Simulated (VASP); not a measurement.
Here is a VASP 6.6.1 calculation.

Contents of INCAR:

```
SYSTEM = TiPt3
ALGO     = Fast           ! electronic algorithm
EDIFF    = 1E-6           ! SCF threshold, eV
ENCUT    = 520            ! plane-wave cutoff, eV
GGA      = PE             ! functional
ISIF     = 2              ! what is computed and relaxed
ISMEAR   = -1             ! smearing method
LASPH    = .True.         ! aspherical terms in the spheres
LCHARG   = .False.        ! write CHGCAR
LREAL    = .False.        ! projectors in reciprocal space
LWAVE    = .False.        ! write WAVECAR
NBANDS   = 29             ! bands
NELM     = 60             ! most SCF steps
PREC     = Accurate       ! precision mode
SIGMA    = 0.05           ! smearing width, eV
```

Contents of KPOINTS:

```
k-points
0
Gamma
  7 7 7
  0 0 0
```

POSCAR

```
TiPt3
1.0
    3.8970000000      0.0000000000      0.0000000000
    0.0000000000      3.8970000000      0.0000000000
    0.0000000000      0.0000000000      3.8970000000
Pt Ti
3 1
Direct
    0.5000000000      0.5000000000      0.0000000000
    0.5000000000      0.0000000000      0.5000000000
    0.0000000000      0.5000000000      0.5000000000
    0.0000000000      0.0000000000      0.0000000000
```

Potentials or basis: VASP PAW PBE potentials, release 64 (Pt, Ti_sv).

Command:

```console
$ cat potpaw_PBE.64/Pt/POTCAR potpaw_PBE.64/Ti_sv/POTCAR > POTCAR
$ mpirun -np 1 vasp_std > vasp.out
```

(1) Estimate the band gap on the k mesh.

(2) Estimate the pressure.

## Answers

(1) zero (bands 21 and 22 overlap by 1.52 eV).

(2) 9.7 GPa.

Caveat: the cell stands under pressure; spin-orbit coupling is left out, which moves the levels of the heavy elements.
